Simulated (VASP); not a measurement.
# BaTe in VASP: notebook

The runs below take BaTe through single point, with LDA.

Everything below comes from runs of VASP 6.6.1. Logs are shortened: lines on timing, memory, paths and dates and some standing lists are left out, and cuts for length are marked.

**1. The cell of the first run**

It takes space group R-3m (No. 166, trigonal). The conventional cell has a = 4.867 Å, b = 4.867 Å, c = 11.833 Å, α = 90.00°, β = 90.00°, γ = 120.00°. Within 4.5 Å of Ba (site symmetry -3m) lie 6 Te at 3.43 Å. Within 4.5 Å of Te (site symmetry -3m) lie 6 Ba at 3.43 Å.

**2. Single point, LDA (equal xy, yz and zx engineering shears of -0.5 %)**

INCAR reads:

```
SYSTEM = BaTe
  PREC = Accurate
  ENCUT = 520
  EDIFF = 1E-6
  ISMEAR = 0
  SIGMA = 0.01
  LREAL = .False.
  LASPH = .True.
  NELM = 100
  ALGO = Normal
  ISIF = 2
  LWAVE = .False.
  LCHARG = .False.
  NBANDS = 15
```

KPOINTS reads:

```
Automatic mesh
0
Gamma
  6 6 6
  0 0 0
```

POSCAR reads:

```
BaTe
1.0
   -0.0171657243      3.4245620013      3.4245620013
    3.4245620013     -0.0171657243      3.4245620013
    3.4245620013      3.4245620013     -0.0171657243
Ba Te
1 1
Direct
    0.0000000000      0.0000000000      0.0000000000
    0.5000000000      0.5000000000      0.5000000000
```

Potentials or basis: VASP PAW LDA potentials, release 64 (Ba_sv, Te).

Command:

```sh
> cat potpaw_LDA.64/Ba_sv/POTCAR potpaw_LDA.64/Te/POTCAR > POTCAR
> mpirun -np 1 vasp_std > vasp.out
```

OUTCAR:

```text
SYSTEM = BaTe
   PREC = Accurate
   ENCUT = 520
   EDIFF = 1E-6
   ISMEAR = 0
   LREAL = .False.
   LASPH = .True.
   NELM = 100
   ISIF = 2

 ion  position               nearest neighbor table
   1  0.000  0.000  0.000-   2 3.43   2 3.43   2 3.43   2 3.43   2 3.43   2 3.43
   2  0.500  0.500  0.500-   1 3.43   1 3.43   1 3.43   1 3.43   1 3.43   1 3.43

  LATTYP: Found a trigonal (rhomboedric) cell.
 ALAT       =     4.8430924484
 COS(alpha) =     0.4949812504

  Lattice vectors:

 A1 = (  -0.0171657243,   3.4245620013,   3.4245620013)
 A2 = (   3.4245620013,  -0.0171657243,   3.4245620013)
 A3 = (   3.4245620013,   3.4245620013,  -0.0171657243)

Analysis of symmetry for initial positions (statically):
=====================================================================
 Subroutine PRICEL returns:
 Original cell was already a primitive cell.

 Routine SETGRP: Setting up the symmetry group for a
 trigonal (rhombohedral) supercell.

 Subroutine GETGRP returns: Found 12 space group operations
 (whereof 12 operations were pure point group operations)
 out of a pool of 12 trial point group operations.

The static configuration has the point symmetry D_3d.

Analysis of symmetry for dynamics (positions and initial velocities):
=====================================================================
 Subroutine PRICEL returns:
 Original cell was already a primitive cell.

 Routine SETGRP: Setting up the symmetry group for a
 trigonal (rhombohedral) supercell.

 Subroutine GETGRP returns: Found 12 space group operations
 (whereof 12 operations were pure point group operations)
 out of a pool of 12 trial point group operations.

The dynamic configuration has the point symmetry D_3d.

 Subroutine INISYM returns: Found 12 space group operations
 (whereof 12 operations are pure point group operations),
 and found     1 'primitive' translations

----------------------------------------------------------------------------------------

                                     Primitive cell

  volume of cell :      80.9279

  direct lattice vectors                    reciprocal lattice vectors
    -0.017165724  3.424562001  3.424562001    -0.144910858  0.145640888  0.145640888
     3.424562001 -0.017165724  3.424562001     0.145640888 -0.144910858  0.145640888
     3.424562001  3.424562001 -0.017165724     0.145640888  0.145640888 -0.144910858

  length of vectors
     4.843092448  4.843092448  4.843092448     0.251836640  0.251836640  0.251836640

  position of ions in fractional coordinates (direct lattice)
     0.000000000  0.000000000  0.000000000
     0.500000000  0.500000000  0.500000000

  ion indices of the primitive-cell ions
   primitive index   ion index
                 1           1
                 2           2

----------------------------------------------------------------------------------------

 KPOINTS: Automatic mesh

Automatic generation of k-mesh.
 Grid dimensions read from file:
 generate k-points for:    6    6    6

 Generating k-lattice:

  Cartesian coordinates                     Fractional coordinates (reciprocal lattice)
    -0.024151810  0.024273481  0.024273481     0.166666667 -0.000000000 -0.000000000
     0.024273481 -0.024151810  0.024273481    -0.000000000  0.166666667 -0.000000000
     0.024273481  0.024273481 -0.024151810    -0.000000000 -0.000000000  0.166666667

  Length of vectors
     0.041972773  0.041972773  0.041972773

  Shift w.r.t. Gamma in fractional coordinates (k-lattice)
     0.000000000  0.000000000  0.000000000

 Subroutine IBZKPT returns following result:
 ===========================================

 Found     32 irreducible k-points:

 Following reciprocal coordinates:
            Coordinates               Weight
  0.000000  0.000000  0.000000      1.000000
  0.166667  0.000000  0.000000      6.000000
  0.333333  0.000000  0.000000      6.000000
  0.500000 -0.000000 -0.000000      3.000000
  0.166667  0.166667 -0.000000      6.000000
  0.333333  0.166667 -0.000000     12.000000
[... 16 lines left out ...]
  0.500000  0.500000  0.166667      6.000000
 -0.333333  0.500000  0.166667     12.000000
 [... further k-points ...]
   k-points           NKPTS =     32   k-points in BZ     NKDIM =     32   number of bands    NBANDS=     15
   number of dos      NEDOS =    301   number of ions     NIONS =      2
   total plane-waves  NPLWV =  46656
   dimension x,y,z NGX =    36 NGY =   36 NGZ =   36
   dimension x,y,z NGXF=    72 NGYF=   72 NGZF=   72
   ions per type =               1   1
   NGX,Y,Z   is equivalent  to a cutoff of  12.36, 12.36, 12.36 a.u.
   NGXF,Y,Z  is equivalent  to a cutoff of  24.72, 24.72, 24.72 a.u.
 SYSTEM =  BaTe
   PREC   = accura    normal or accurate (medium, high low for compatibility)
   ISTART =      0    job   : 0-new  1-cont  2-samecut
   ICHARG =      2    charge: 1-file 2-atom 10-const
   ISPIN  =      1    spin polarized calculation?
   LNONCOLLINEAR =      F non collinear calculations
   LSORBIT =      F    spin-orbit coupling
   LASPH  =      T    aspherical Exc in radial PAW
   ENCUT  =  520.0 eV  38.22 Ry    6.18 a.u.   9.00  9.00  9.00*2*pi/ulx,y,z
   NELM   =    100;   NELMIN=  2; NELMDL= -5     # of ELM steps
   EDIFF  = 0.1E-05   stopping-criterion for ELM
   LREAL  =      F    real-space projection
   EDIFFG = 0.1E-04   stopping-criterion for IOM
   NSW    =      0    number of steps for IOM
   IBRION =     -1    ionic relax: 0-MD 1-quasi-New 2-CG
   NFREE  =      0    steps in history (QN), initial steepest desc. (CG)
   ISIF   =      2    stress and relaxation
   ISYM   =      2    0-nonsym 1-usesym 2-fastsym
   POTIM  = 0.5000    time-step for ionic-motion
   TEBEG  =    0.0;   TEEND  =   0.0 temperature during run
   PSTRESS=    0.0 pullay stress
   NELECT =      16.0000    total number of electrons
   NUPDOWN=      -1.0000    fix difference up-down
   EMIN   =  10.00;   EMAX   =-10.00  energy-range for DOS
   EFERMI =   0.00;   METHOD = LEGACY
   ISMEAR =     0;   SIGMA  =   0.01  broadening in eV -4-tet -1-fermi 0-gaus
   EFERMI_NEDOS =   21; number of points for ismear=-14 and -15
   IALGO  =     38    algorithm
   IMIX   =      4    mixing-type and parameters
     AMIX     =   0.40;   BMIX     =  1.00
     AMIX_MAG =   1.60;   BMIX_MAG =  1.00
  volume/ion in A,a.u.               =      40.46       273.06
  Fermi-wavevector in a.u.,A,eV,Ry     =   0.953708  1.802247 12.375300  0.909559
  Thomas-Fermi vector in A             =   2.082388
   LORBIT       =      0    0 simple, 1 ext, 2 COOP (PROOUT), +10 PAW based schemes
   GGA     = CA    functional components
   LHFCALC =     F    Hartree Fock is set to
   AEXX    =    0.0000 exact exchange contribution
   IVDW    =     0    specifies the selected vdW correction
   LEPSILON=     F    determine dielectric tensor
   LRPA    =     F    only Hartree local field effects (RPA)
 non-spin polarized calculation
 Gauss-broadening in eV      SIGMA  =   0.01
  energy-cutoff  :      520.00
  volume of cell :       80.93
 maximum number of plane-waves:      2200
   NGX = 17   NGY = 17   NGZ = 17

 number of electron      16.0000000 magnetization

 Free energy of the ion-electron system (eV)
  ---------------------------------------------------
  ext. energy  EPLUGINS =         0.00000000
  ---------------------------------------------------
  free energy    TOTEN  =        -9.60952222 eV

  energy without entropy =       -9.60952222  energy(sigma->0) =       -9.60952222

 E-fermi :   2.5595     XC(G=0):  -8.7695

 val. band max:        2.4846234723   @ k =   0.0000   0.0000   0.0000
 cond. band min:       3.7249865610   @ k =   0.5000   0.5000  -0.0000
 fundamental gap:      1.2403630887
 Fermi energy:         2.5595376426

 k-point     1 :       0.0000    0.0000    0.0000
  band No.  band energies     occupation
      1     -24.3426      2.00000
      2      -9.5285      2.00000
      3      -9.5285      2.00000
      4      -9.5266      2.00000
      5      -7.2718      2.00000
      6       2.4604      2.00000
      7       2.4604      2.00000
      8       2.4846      2.00000
      9       5.2168      0.00000
     10       5.2168      0.00000
     11       5.2656      0.00000
     12       5.3985      0.00000
     13       5.9680      0.00000
     14       5.9680      0.00000
     15       9.3057      0.00000

 k-point     2 :       0.1667    0.0000    0.0000
  band No.  band energies     occupation
      1     -24.3379      2.00000
      2      -9.7033      2.00000
      3      -9.5315      2.00000
      4      -9.5305      2.00000
      5      -7.0153      2.00000
      6       1.5730      2.00000
      7       2.0233      2.00000
      8       2.0481      2.00000
      9       5.3033      0.00000
     10       5.5794      0.00000
     11       5.6262      0.00000
     12       6.5342      0.00000
     13       6.8052      0.00000
     14       6.8067      0.00000
     15      10.2000      0.00000

 k-point     3 :       0.3333    0.0000    0.0000
  band No.  band energies     occupation
      1     -24.3285      2.00000
      2      -9.9838      2.00000
      3      -9.5379      2.00000
      4      -9.5376      2.00000
      5      -6.5553      2.00000
      6       0.4538      2.00000
      7       1.4216      2.00000
      8       1.4504      2.00000
      9       5.7713      0.00000
     10       6.4980      0.00000
     11       6.5482      0.00000
     12       7.9335      0.00000
     13       8.5850      0.00000
     14       8.5857      0.00000
     15      10.7226      0.00000

 k-point     4 :       0.5000   -0.0000   -0.0000
  band No.  band energies     occupation
      1     -24.3238      2.00000
      2     -10.1025      2.00000
      3      -9.5416      2.00000
      4      -9.5405      2.00000
      5      -6.3366      2.00000
      6       0.0104      2.00000
      7       1.1874      2.00000
      8       1.2179      2.00000
      9       6.6247      0.00000
     10       7.2190      0.00000
     11       7.3230      0.00000
     12       7.3933      0.00000
     13       9.4553      0.00000
     14       9.5142      0.00000
     15      10.2438      0.00000
[... 307 lines left out ...]
 k-point    22 :      -0.1667    0.3333    0.1667
  band No.  band energies     occupation
      1     -24.3223      2.00000
      2      -9.8969      2.00000
      3      -9.6489      2.00000
      4      -9.5835      2.00000
      5      -6.6862      2.00000
      6       0.6757      2.00000
      7       1.4327      2.00000
      8       1.7084      2.00000
      9       5.0906      0.00000
     10       6.8770      0.00000
     11       7.3611      0.00000
     12       7.5799      0.00000
     13       8.1913      0.00000
     14       9.6512      0.00000
     15      10.2475      0.00000

 k-point    23 :       0.5000    0.5000    0.1667
  band No.  band energies     occupation
      1     -24.3189      2.00000
      2      -9.8378      2.00000
      3      -9.6713      2.00000
      4      -9.6158      2.00000
      5      -6.8613      2.00000
      6       1.0806      2.00000
      7       1.5890      2.00000
      8       1.8137      2.00000
      9       4.3707      0.00000
     10       7.4719      0.00000
     11       7.7166      0.00000
     12       7.9111      0.00000
     13       8.0071      0.00000
     14       8.4419      0.00000
     15      10.3334      0.00000

 k-point    24 :      -0.3333    0.5000    0.1667
  band No.  band energies     occupation
      1     -24.3175      2.00000
      2      -9.7631      2.00000
      3      -9.7175      2.00000
      4      -9.6797      2.00000
      5      -6.8402      2.00000
      6       1.2730      2.00000
      7       1.3669      2.00000
      8       1.6677      2.00000
      9       4.8625      0.00000
     10       6.9816      0.00000
     11       7.2337      0.00000
     12       7.9081      0.00000
     13       8.3111      0.00000
     14       9.1782      0.00000
     15      10.7236      0.00000

 [... further k-points ...]

------------------------ aborting loop because EDIFF is reached ----------------------------------------

  FORCE on cell =-STRESS in cart. coord.  units (eV):
  Direction    XX          YY          ZZ          XY          YZ          ZX
  --------------------------------------------------------------------------------------
  -------------------------------------------------------------------------------------
  Total        0.2346814      0.2346814      0.2346814      0.0279229      0.0279229      0.0279229
  in kB        4.6461260      4.6461260      4.6461260      0.5528057      0.5528057      0.5528057
  external PRESSURE =       4.6461260 kB  Pullay stress =       0.0000000 kB

 VOLUME and BASIS-vectors are now :
 -----------------------------------------------------------------------------
  energy-cutoff  :      520.00
  volume of cell :       80.93
      direct lattice vectors                 reciprocal lattice vectors
    -0.017165724  3.424562001  3.424562001    -0.144910858  0.145640888  0.145640888
     3.424562001 -0.017165724  3.424562001     0.145640888 -0.144910858  0.145640888
     3.424562001  3.424562001 -0.017165724     0.145640888  0.145640888 -0.144910858

 POSITION                                       TOTAL-FORCE (eV/Angst)
 -----------------------------------------------------------------------------------
      0.00000      0.00000      0.00000         0.000000     -0.000000     -0.000000
      3.41598      3.41598      3.41598        -0.000000      0.000000      0.000000
 -----------------------------------------------------------------------------------
    total drift:                                0.000000      0.000000      0.000000

  FREE ENERGIE OF THE ION-ELECTRON SYSTEM (eV)
  ---------------------------------------------------
  free  energy   TOTEN  =        -9.6095222181 eV

  energy  without entropy=       -9.6095222181  energy(sigma->0) =       -9.60952222
```

It took 30 s on 1 thread of Intel Xeon 6975P-C, shared host; peak memory 0.2 GiB.

Results:

```
Free energy            : -9.6095 eV
Pressure               : 0.5 GPa
Band gap on the k mesh : 1.24 eV, indirect (least direct gap 1.63 eV)
```

Caveat: the cell differs from its parent crystal (equal xy, yz and zx engineering shears of -0.5 %); spin-orbit coupling is left out, which moves the levels of the heavy elements. A k mesh can miss the band edges.

**3. Single point, LDA (equal xy, yz and zx engineering shears of +0.5 %)**

INCAR reads:

```
PREC = Accurate ; ENCUT = 520
EDIFF = 1E-7 ; ISMEAR = 0
SIGMA = 0.01 ; LREAL = F
LASPH = T ; NELM = 80
ALGO = Normal ; ISIF = 2
LWAVE = F ; LCHARG = F
GGA = CA ; NBANDS = 15
```

KPOINTS reads:

```
regular mesh
0
Gamma
  6 6 6
```

POSCAR reads:

```
BaTe
1.0
    0.0171657243      3.4417277256      3.4417277256
    3.4417277256      0.0171657243      3.4417277256
    3.4417277256      3.4417277256      0.0171657243
Ba Te
1 1
Direct
    0.0000000000      0.0000000000      0.0000000000
    0.5000000000      0.5000000000      0.5000000000
```

Potentials or basis: VASP PAW LDA potentials, release 64 (Ba_sv, Te).

Command:

```sh
> cat potpaw_LDA.64/Ba_sv/POTCAR potpaw_LDA.64/Te/POTCAR > POTCAR
> mpirun -np 1 vasp_std > vasp.out
```

Wall time 32 s (1 thread of Intel Xeon 6975P-C, shared host); peak memory 0.2 GiB.

Results (log left out):

- Free energy: -9.6095 eV
- Pressure: 0.5 GPa
- Band gap on the k mesh: 1.25 eV, indirect (least direct gap 1.63 eV)

Stress tensor (GPa, compression positive):
```
 0.46 -0.06 -0.06
-0.06  0.46 -0.06
-0.06 -0.06  0.46
```

Levels at points of the mesh, in eV from the valence-band top:
| k point | band 6 | band 7 | band 8 | band 9 | band 10 | band 11 |
| --- | --- | --- | --- | --- | --- | --- |
| (0.00, 0.00, 0.00) | -0.02 | 0.00 | 0.00 | 2.72 | 2.78 | 2.78 |
| (0.50, 0.00, 0.00) | -2.46 | -1.30 | -1.27 | 4.14 | 4.75 | 4.88 |
| (0.50, 0.50, 0.00) | -1.16 | -0.40 | -0.38 | 1.25 | 4.46 | 4.71 |
| (0.50, 0.50, 0.50) | -2.47 | -1.26 | -1.26 | 4.15 | 4.75 | 4.86 |

Caveat: the cell differs from its parent crystal (equal xy, yz and zx engineering shears of +0.5 %); spin-orbit coupling is left out, which moves the levels of the heavy elements. A k mesh can miss the band edges.

**4. Single point, LDA (atom 1 moved by [0.01, 0.01, 0.01] A)**

INCAR reads:

```
PREC = Accurate
ENCUT = 520
EDIFF = 1E-6
ISMEAR = 0
SIGMA = 0.01
LREAL = False
LASPH = True
NELM = 60
ALGO = Normal
ISIF = 2
LWAVE = False
LCHARG = False
NBANDS = 15
```

KPOINTS reads:

```
Automatic mesh
0
Gamma
  6 6 6
```

POSCAR reads:

```
BaTe
1.0
    0.0000000000      3.4331448634      3.4331448634
    3.4331448634      0.0000000000      3.4331448634
    3.4331448634      3.4331448634      0.0000000000
Ba Te
1 1
Direct
    0.0014563906      0.0014563906      0.0014563906
    0.5000000000      0.5000000000      0.5000000000
```

Command:

```sh
> cat potpaw_LDA.64/Ba_sv/POTCAR potpaw_LDA.64/Te/POTCAR > POTCAR
> mpirun -np 1 vasp_std > vasp.out
```

Run time: 30 s. Hardware: 1 thread of Intel Xeon 6975P-C, shared host; peak memory 0.19 GiB.

Results (log left out):

* Free energy: -9.6094 eV
* Pressure: 0.5 GPa
* Largest force: 0.044 eV/Å
* Band gap on the k mesh: 1.26 eV, indirect (least direct gap 1.64 eV)

Forces in eV/Å, atoms in the order of the input:
```
Ba  -0.025 -0.025 -0.025
Te   0.025  0.025  0.025
```

Levels at points of the mesh, in eV from the valence-band top:
```
           k point  band 6  band 7  band 8  band 9  band 10  band 11
(0.00, 0.00, 0.00)    0.00    0.00    0.00    2.77     2.77     2.77
(0.50, 0.00, 0.00)   -2.46   -1.27   -1.27    4.15     4.77     4.89
(0.50, 0.50, 0.50)   -2.46   -1.27   -1.27    4.15     4.77     4.89
(0.50, 0.50, 0.00)   -1.15   -0.38   -0.38    1.26     4.47     4.72
```

Caveat: the cell differs from its parent crystal (atom 1 moved by [0.01, 0.01, 0.01] A); spin-orbit coupling is left out, which moves the levels of the heavy elements.

**5. Single point, LDA (atom 1 moved by [-0.01, -0.01, -0.01] A)**

INCAR reads:

```
  PREC = Accurate
  ENCUT = 520
  EDIFF = 1E-6
  ISMEAR = 0
  SIGMA = 0.01
  LREAL = F
  LASPH = T
  NELM = 60
  ALGO = Normal
  ISIF = 2
  LWAVE = F
  LCHARG = T
  GGA = CA
  LELF = T
  LVHAR = T
  NBANDS = 15
```

KPOINTS is that of step 4.

Changes to POSCAR since step 4:

```diff
@@ -8,3 +8,3 @@
 Direct
-    0.0014563906      0.0014563906      0.0014563906
+   -0.0014563906     -0.0014563906     -0.0014563906
     0.5000000000      0.5000000000      0.5000000000
```

Command:

```sh
> cat potpaw_LDA.64/Ba_sv/POTCAR potpaw_LDA.64/Te/POTCAR > POTCAR
> mpirun -np 1 vasp_std > vasp.out
```

Run time: 31 s. Hardware: 1 thread of Intel Xeon 6975P-C, shared host; peak memory 0.2 GiB.

The run converged. Its results:

```
Free energy            : -9.6094 eV
Pressure               : 0.5 GPa
Largest force          : 0.044 eV/Å
Band gap on the k mesh : 1.26 eV, indirect (least direct gap 1.64 eV)
```

Forces in eV/Å, atoms in the order of the input:
```
Ba   0.025  0.025  0.025
Te  -0.025 -0.025 -0.025
```

Levels at points of the mesh, in eV from the valence-band top:
```
           k point  band 5  band 6  band 7  band 8  band 9  band 10  band 11  band 12
(0.00, 0.00, 0.00)   -9.74    0.00    0.00    0.00    2.77     2.77     2.77     2.92
(0.50, 0.00, 0.00)   -8.80   -2.46   -1.27   -1.27    4.15     4.77     4.89     4.89
(0.50, 0.50, 0.50)   -8.80   -2.46   -1.27   -1.27    4.15     4.77     4.89     4.89
(0.50, 0.50, 0.00)   -9.52   -1.15   -0.38   -0.38    1.26     4.47     4.72     5.78
```

Caveat: the cell differs from its parent crystal (atom 1 moved by [-0.01, -0.01, -0.01] A); spin-orbit coupling is left out, which moves the levels of the heavy elements.

**6. Summary**

| cell | gap on the mesh (eV) | pressure (GPa) |
| --- | --- | --- |
| a = 4.843 Å, angles 60.3°, 2 atoms | 1.24 | 0.5 |
| a = 4.867 Å, angles 59.7°, 2 atoms | 1.25 | 0.5 |
| a = 4.855 Å, angles 60.0°, 2 atoms | 1.26 | 0.5 |

Alike in all rows: task single point; level LDA; potentials or basis VASP PAW LDA potentials, release 64 (Ba_sv, Te); no spin polarisation; k mesh 6 × 6 × 6; cutoff (eV) 520; smearing gaussian 0.01 eV.

Caveats: spin-orbit coupling is left out, which moves the levels of the heavy elements.

Absolute energies hang on the potentials; compare differences alone.
